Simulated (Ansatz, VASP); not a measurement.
**One calculation of Ca, two programs**

```xyz
1
Lattice="0.0000 2.8839 2.8839 2.8839 0.0000 2.8839 2.8839 2.8839 0.0000" Properties=species:S:1:pos:R:3 pbc="T T T"
Ca    0.0000    0.0000    0.0000
```

Alike in both runs: task single point; functional RPBE; k mesh 16 × 16 × 16; occupations fermi-dirac, width 0.1 eV; no spin polarisation.

```csv
,VASP,Ansatz
version,VASP 6.6.1,Ansatz 0.2.0
potentials or method,"VASP PAW PBE potentials, release 64 (Ca_sv), cutoff 520 eV","plane waves (420 eV) with PAW, scalar-relativistic"
valence electrons in the cell,10,10
```

|  | VASP | Ansatz | Ansatz less VASP |
| --- | --- | --- | --- |
| pressure (GPa) | -1.1 | -1.1 | 0.00 |

VASP's potentials were made for PBE, not for RPBE.
